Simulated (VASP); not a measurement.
# AlN (P6_3mc) in VASP: a series of runs

Aim: see how the results for AlN move with the level of theory and the settings. Levels: PBE, LDA, r2SCAN. Tasks: single point.

Program: VASP 6.6.1. These are calculated values, not measurements. Logs are shortened: lines on timing, memory, paths and dates and some standing lists are left out, and cuts for length are marked.

## Step 1: The cell of the first run

It takes space group P6_3mc (No. 186, hexagonal). The conventional cell has a = 3.092 Å, b = 3.092 Å, c = 4.981 Å, α = 90.00°, β = 90.00°, γ = 120.00°. Al (site symmetry 3m) has 4 N at 1.88 to 1.90 Å within 2.5 Å. Within 2.5 Å of N (site symmetry 3m) lie 4 Al at 1.88 to 1.90 Å.

## Step 2: Single point, PBE

Input file INCAR:

```
SYSTEM = AlN
PREC = Accurate
ENCUT = 520
EDIFF = 1E-7
ISMEAR = 0
SIGMA = 0.03
LREAL = .FALSE.
LASPH = .TRUE.
NELM = 80
ALGO = Normal
ISIF = 2
LWAVE = .FALSE.
LCHARG = .FALSE.
GGA = PE
NBANDS = 16
```

Input file KPOINTS:

```
Automatic mesh
0
G
  8 8 5
  0 0 0
```

Input file POSCAR:

```
AlN
1.0
    3.0923339994      0.0000000000      0.0000000000
   -1.5461669997      2.6780398005      0.0000000000
    0.0000000000      0.0000000000      4.9810000000
Al N
2 2
Direct
    0.3333333333      0.6666666667      0.0006061993
    0.6666666667      0.3333333333      0.5006061993
    0.3333333333      0.6666666667      0.3813938007
    0.6666666667      0.3333333333      0.8813938007
```

Potentials or basis: VASP PAW PBE potentials, release 64 (Al, N).

Command:

```
cat potpaw_PBE.64/Al/POTCAR potpaw_PBE.64/N/POTCAR > POTCAR
mpirun -np 1 vasp_std > vasp.out
```

OUTCAR:

```text
SYSTEM = AlN
   PREC = Accurate
   ENCUT = 520
   EDIFF = 1E-7
   ISMEAR = 0
   LREAL = .FALSE.
   LASPH = .TRUE.
   NELM = 80
   ISIF = 2
   GGA = PE

 ion  position               nearest neighbor table
   1  0.333  0.667  0.001-   4 1.88   4 1.88   4 1.88   3 1.90   2 3.06   2 3.06   2 3.06   2 3.06
                             2 3.06   2 3.06
   2  0.667  0.333  0.501-   3 1.88   3 1.88   3 1.88   4 1.90   1 3.06   1 3.06   1 3.06   1 3.06
                             1 3.06   1 3.06
   3  0.333  0.667  0.381-   2 1.88   2 1.88   2 1.88   1 1.90
   4  0.667  0.333  0.881-   1 1.88   1 1.88   1 1.88   2 1.90

  LATTYP: Found a hexagonal cell.
 ALAT       =     3.0923339994
 C/A-ratio  =     1.6107574411

  Lattice vectors:

 A1 = (   3.0923339994,   0.0000000000,   0.0000000000)
 A2 = (  -1.5461669997,   2.6780398005,   0.0000000000)
 A3 = (   0.0000000000,   0.0000000000,   4.9810000000)

Analysis of symmetry for initial positions (statically):
=====================================================================
 Subroutine PRICEL returns:
 Original cell was already a primitive cell.

 Routine SETGRP: Setting up the symmetry group for a
 hexagonal supercell.

 Subroutine GETGRP returns: Found 12 space group operations
 (whereof  6 operations were pure point group operations)
 out of a pool of 24 trial point group operations.

The static configuration has the point symmetry C_3v.
 The point group associated with its full space group is C_6v.

Analysis of symmetry for dynamics (positions and initial velocities):
=====================================================================
 Subroutine PRICEL returns:
 Original cell was already a primitive cell.

 Routine SETGRP: Setting up the symmetry group for a
 hexagonal supercell.

 Subroutine GETGRP returns: Found 12 space group operations
 (whereof  6 operations were pure point group operations)
 out of a pool of 24 trial point group operations.

The dynamic configuration has the point symmetry C_3v.
 The point group associated with its full space group is C_6v.

 Subroutine INISYM returns: Found 12 space group operations
 (whereof  6 operations are pure point group operations),
 and found     1 'primitive' translations

----------------------------------------------------------------------------------------

                                     Primitive cell

  volume of cell :      41.2496

  direct lattice vectors                    reciprocal lattice vectors
     3.092333999  0.000000000  0.000000000     0.323380333  0.186703723  0.000000000
[... 96 lines left out ...]
   ISIF   =      2    stress and relaxation
   ISYM   =      2    0-nonsym 1-usesym 2-fastsym
   POTIM  = 0.5000    time-step for ionic-motion
   TEBEG  =    0.0;   TEEND  =   0.0 temperature during run
   PSTRESS=    0.0 pullay stress
   NELECT =      16.0000    total number of electrons
   NUPDOWN=      -1.0000    fix difference up-down
   EMIN   =  10.00;   EMAX   =-10.00  energy-range for DOS
   EFERMI =   0.00;   METHOD = LEGACY
   ISMEAR =     0;   SIGMA  =   0.03  broadening in eV -4-tet -1-fermi 0-gaus
   EFERMI_NEDOS =   21; number of points for ismear=-14 and -15
   IALGO  =     38    algorithm
   IMIX   =      4    mixing-type and parameters
     AMIX     =   0.40;   BMIX     =  1.00
     AMIX_MAG =   1.60;   BMIX_MAG =  1.00
  volume/ion in A,a.u.               =      10.31        69.59
  Fermi-wavevector in a.u.,A,eV,Ry     =   1.193919  2.256180 19.394321  1.425442
  Thomas-Fermi vector in A             =   2.329922
   LORBIT       =      0    0 simple, 1 ext, 2 COOP (PROOUT), +10 PAW based schemes
   GGA     = PE    functional components
   LHFCALC =     F    Hartree Fock is set to
   AEXX    =    0.0000 exact exchange contribution
   IVDW    =     0    specifies the selected vdW correction
   LEPSILON=     F    determine dielectric tensor
   LRPA    =     F    only Hartree local field effects (RPA)
 non-spin polarized calculation
 Gauss-broadening in eV      SIGMA  =   0.03
  energy-cutoff  :      520.00
  volume of cell :       41.25
 maximum number of plane-waves:      1119
 NGX is ok and might be reduce to    24
   NGX = 11   NGY = 11   NGZ = 19

 number of electron      15.9999995 magnetization

 Free energy of the ion-electron system (eV)
  ---------------------------------------------------
  ext. energy  EPLUGINS =         0.00000000
  ---------------------------------------------------
  free energy    TOTEN  =       -29.75448649 eV

  energy without entropy =      -29.75448649  energy(sigma->0) =      -29.75448649

 E-fermi :   6.4046     XC(G=0): -10.9653

 val. band max:        6.2405463334   @ k =   0.0000   0.0000   0.0000
 cond. band min:      10.5858886861   @ k =   0.0000   0.0000   0.0000
 fundamental gap:      4.3453423527
 Fermi energy:         6.4046235381

 k-point     1 :       0.0000    0.0000    0.0000
  band No.  band energies     occupation
      1      -8.9887      2.00000
      2      -6.8283      2.00000
      3       0.2031      2.00000
      4       5.4335      2.00000
      5       5.4335      2.00000
      6       6.0700      2.00000
[... 433 lines left out ...]
      3       0.9964      2.00000
      4       1.3959      2.00000
      5       4.2040      2.00000
      6       4.7371      2.00000
[... 8 lines left out ...]
     15      19.0020      0.00000
     16      20.2159      0.00000

 [... further k-points ...]

------------------------ aborting loop because EDIFF is reached ----------------------------------------

  FORCE on cell =-STRESS in cart. coord.  units (eV):
  Direction    XX          YY          ZZ          XY          YZ          ZX
  --------------------------------------------------------------------------------------
  -------------------------------------------------------------------------------------
  Total        1.7908748      1.7908748      1.3157480      0.0000000      0.0000000      0.0000000
  in kB       69.5594038     69.5594038     51.1049918      0.0000000      0.0000000      0.0000000
  external PRESSURE =      63.4079331 kB  Pullay stress =       0.0000000 kB

 VOLUME and BASIS-vectors are now :
 -----------------------------------------------------------------------------
  energy-cutoff  :      520.00
  volume of cell :       41.25
      direct lattice vectors                 reciprocal lattice vectors
     3.092333999  0.000000000  0.000000000     0.323380333  0.186703723  0.000000000
    -1.546167000  2.678039801  0.000000000     0.000000000  0.373407445  0.000000000
     0.000000000  0.000000000  4.981000000     0.000000000  0.000000000  0.200762899

 POSITION                                       TOTAL-FORCE (eV/Angst)
 -----------------------------------------------------------------------------------
     -0.00000      1.78536      0.00302        -0.000000      0.000000     -0.000378
      1.54617      0.89268      2.49352         0.000000      0.000000     -0.000378
     -0.00000      1.78536      1.89972         0.000000      0.000000      0.000378
      1.54617      0.89268      4.39022        -0.000000     -0.000000      0.000378
 -----------------------------------------------------------------------------------
    total drift:                               -0.000000      0.000000     -0.000509

  FREE ENERGIE OF THE ION-ELECTRON SYSTEM (eV)
  ---------------------------------------------------
  free  energy   TOTEN  =       -29.7544864928 eV

  energy  without entropy=      -29.7544864928  energy(sigma->0) =      -29.75448649
```

Wall time 8.4 s (1 thread of Intel Xeon 6975P-C (Granite Rapids), shared host); peak memory 0.15 GiB.

What came out:

```yaml
Free_energy: -29.7545 eV
Pressure: 6.3 GPa
Band_gap_on_the_k_mesh: 4.35 eV, direct
```

Stress tensor (GPa, compression positive):
```
6.96 0.00 0.00
0.00 6.96 0.00
0.00 0.00 5.11
```

## Step 3: Single point, LDA

Input file INCAR:

```
PREC = Accurate ; ENCUT = 520
EDIFF = 1E-7 ; ISMEAR = 0
SIGMA = 0.05 ; LREAL = False
LASPH = True ; NELM = 100
ALGO = Normal ; ISIF = 2
LWAVE = False ; LCHARG = False
GGA = CA ; NBANDS = 16
```

Input file KPOINTS:

```
regular mesh
0
Gamma
  8 8 5
```

Input file POSCAR:

```
AlN
1.0
    3.0923339994      0.0000000000      0.0000000000
   -1.5461669997      2.6780398005      0.0000000000
    0.0000000000      0.0000000000      4.9810000000
Al N
2 2
Direct
    0.3333333333      0.6666666667      0.0006401849
    0.6666666667      0.3333333333      0.5006401849
    0.3333333333      0.6666666667      0.3813598151
    0.6666666667      0.3333333333      0.8813598151
```

Potentials or basis: VASP PAW LDA potentials, release 64 (Al, N).

Command:

```
cat potpaw_LDA.64/Al/POTCAR potpaw_LDA.64/N/POTCAR > POTCAR
mpirun -np 1 vasp_std > vasp.out
```

Run time: 7.6 s. Hardware: 1 thread of Intel Xeon 6975P-C (Granite Rapids), shared host; peak memory 0.13 GiB.

It converged, with:

| Item | Value |
| --- | --- |
| Free energy | -32.8393 eV |
| Pressure | -1.4 GPa |
| Band gap on the k mesh | 4.37 eV, direct |

Stress tensor (GPa, compression positive):
```
-0.82  0.00  0.00
 0.00 -0.82  0.00
 0.00  0.00 -2.48
```

Levels at points of the mesh, in eV from the valence-band top:
| k point | band 6 | band 7 | band 8 | band 9 | band 10 | band 11 |
| --- | --- | --- | --- | --- | --- | --- |
| (0.00, 0.00, 0.00) | -0.17 | -0.17 | 0.00 | 4.37 | 6.74 | 10.57 |
| (0.50, 0.00, 0.00) | -2.06 | -1.80 | -0.66 | 5.70 | 5.76 | 8.23 |

## Step 4: Single point, LDA

Input file INCAR:

```
SYSTEM = AlN
PREC = Accurate
ENCUT = 520
EDIFF = 1E-7
ISMEAR = 0
SIGMA = 0.03
LREAL = .FALSE.
LASPH = .TRUE.
NELM = 100
ALGO = Normal
ISIF = 2
LWAVE = .FALSE.
LCHARG = .FALSE.
NBANDS = 16
```

Input file KPOINTS:

```
regular mesh
0
G
  8 8 5
  0 0 0
```

POSCAR is that of step 3.

Potentials or basis: VASP PAW LDA potentials, release 64 (Al, N).

Command:

```
cat potpaw_LDA.64/Al/POTCAR potpaw_LDA.64/N/POTCAR > POTCAR
mpirun -np 1 vasp_std > vasp.out
```

OUTCAR:

```text
SYSTEM = AlN
   PREC = Accurate
   ENCUT = 520
   EDIFF = 1E-7
   ISMEAR = 0
   LREAL = .FALSE.
   LASPH = .TRUE.
   NELM = 100
   ISIF = 2

 ion  position               nearest neighbor table
   1  0.333  0.667  0.001-   4 1.88   4 1.88   4 1.88   3 1.90   2 3.06   2 3.06   2 3.06   2 3.06
                             2 3.06   2 3.06
   2  0.667  0.333  0.501-   3 1.88   3 1.88   3 1.88   4 1.90   1 3.06   1 3.06   1 3.06   1 3.06
                             1 3.06   1 3.06
   3  0.333  0.667  0.381-   2 1.88   2 1.88   2 1.88   1 1.90
   4  0.667  0.333  0.881-   1 1.88   1 1.88   1 1.88   2 1.90

  LATTYP: Found a hexagonal cell.
 ALAT       =     3.0923339994
 C/A-ratio  =     1.6107574411

  Lattice vectors:

 A1 = (   3.0923339994,   0.0000000000,   0.0000000000)
 A2 = (  -1.5461669997,   2.6780398005,   0.0000000000)
 A3 = (   0.0000000000,   0.0000000000,   4.9810000000)

Analysis of symmetry for initial positions (statically):
=====================================================================
 Subroutine PRICEL returns:
 Original cell was already a primitive cell.

 Routine SETGRP: Setting up the symmetry group for a
 hexagonal supercell.

 Subroutine GETGRP returns: Found 12 space group operations
 (whereof  6 operations were pure point group operations)
 out of a pool of 24 trial point group operations.

The static configuration has the point symmetry C_3v.
 The point group associated with its full space group is C_6v.

Analysis of symmetry for dynamics (positions and initial velocities):
=====================================================================
 Subroutine PRICEL returns:
 Original cell was already a primitive cell.

 Routine SETGRP: Setting up the symmetry group for a
 hexagonal supercell.

 Subroutine GETGRP returns: Found 12 space group operations
 (whereof  6 operations were pure point group operations)
 out of a pool of 24 trial point group operations.

The dynamic configuration has the point symmetry C_3v.
 The point group associated with its full space group is C_6v.

[... 119 lines left out ...]
   IALGO  =     38    algorithm
   IMIX   =      4    mixing-type and parameters
     AMIX     =   0.40;   BMIX     =  1.00
     AMIX_MAG =   1.60;   BMIX_MAG =  1.00
  volume/ion in A,a.u.               =      10.31        69.59
  Fermi-wavevector in a.u.,A,eV,Ry     =   1.193919  2.256180 19.394321  1.425442
  Thomas-Fermi vector in A             =   2.329922
   LORBIT       =      0    0 simple, 1 ext, 2 COOP (PROOUT), +10 PAW based schemes
   GGA     = CA    functional components
   LHFCALC =     F    Hartree Fock is set to
   AEXX    =    0.0000 exact exchange contribution
   IVDW    =     0    specifies the selected vdW correction
   LEPSILON=     F    determine dielectric tensor
   LRPA    =     F    only Hartree local field effects (RPA)
 non-spin polarized calculation
 Gauss-broadening in eV      SIGMA  =   0.03
  energy-cutoff  :      520.00
  volume of cell :       41.25
 maximum number of plane-waves:      1119
 NGX is ok and might be reduce to    24
   NGX = 11   NGY = 11   NGZ = 19

 number of electron      15.9999998 magnetization

 Free energy of the ion-electron system (eV)
  ---------------------------------------------------
  ext. energy  EPLUGINS =         0.00000000
  ---------------------------------------------------
  free energy    TOTEN  =       -32.83930931 eV

  energy without entropy =      -32.83930931  energy(sigma->0) =      -32.83930931

 E-fermi :   6.1081     XC(G=0): -11.3000

 val. band max:        5.9752210414   @ k =   0.0000   0.0000   0.0000
 cond. band min:      10.3449365668   @ k =   0.0000   0.0000   0.0000
 fundamental gap:      4.3697155254
 Fermi energy:         6.1081276315

 k-point     1 :       0.0000    0.0000    0.0000
  band No.  band energies     occupation
      1      -9.0941      2.00000
      2      -6.8599      2.00000
      3      -0.1161      2.00000
      4       5.1664      2.00000
      5       5.1664      2.00000
      6       5.8075      2.00000
[... 433 lines left out ...]
      3       0.6915      2.00000
      4       1.1012      2.00000
      5       3.9190      2.00000
      6       4.4599      2.00000
[... 8 lines left out ...]
     15      18.5461      0.00000
     16      19.7421      0.00000

 [... further k-points ...]
[... 5 lines left out ...]
  --------------------------------------------------------------------------------------
  -------------------------------------------------------------------------------------
  Total       -0.2114148     -0.2114148     -0.6376579      0.0000000     -0.0000000      0.0000000
  in kB       -8.2115673     -8.2115673    -24.7672828      0.0000000     -0.0000000      0.0000000
  external PRESSURE =     -13.7301392 kB  Pullay stress =       0.0000000 kB

 VOLUME and BASIS-vectors are now :
 -----------------------------------------------------------------------------
  energy-cutoff  :      520.00
  volume of cell :       41.25
      direct lattice vectors                 reciprocal lattice vectors
     3.092333999  0.000000000  0.000000000     0.323380333  0.186703723  0.000000000
    -1.546167000  2.678039801  0.000000000     0.000000000  0.373407445  0.000000000
     0.000000000  0.000000000  4.981000000     0.000000000  0.000000000  0.200762899

 POSITION                                       TOTAL-FORCE (eV/Angst)
 -----------------------------------------------------------------------------------
     -0.00000      1.78536      0.00319         0.000000     -0.000000     -0.000163
      1.54617      0.89268      2.49369        -0.000000      0.000000     -0.000163
     -0.00000      1.78536      1.89955        -0.000000      0.000000      0.000163
      1.54617      0.89268      4.39005         0.000000      0.000000      0.000163
 -----------------------------------------------------------------------------------
    total drift:                               -0.000000      0.000000     -0.000358

  FREE ENERGIE OF THE ION-ELECTRON SYSTEM (eV)
  ---------------------------------------------------
  free  energy   TOTEN  =       -32.8393093109 eV

  energy  without entropy=      -32.8393093109  energy(sigma->0) =      -32.83930931
```

It took 6.9 s on 1 thread of Intel Xeon 6975P-C (Granite Rapids), shared host; peak memory 0.14 GiB.

What came out:

```
Free energy            : -32.8393 eV
Pressure               : -1.4 GPa
Band gap on the k mesh : 4.37 eV, direct
```

(Part 1 of 2 ends here.)
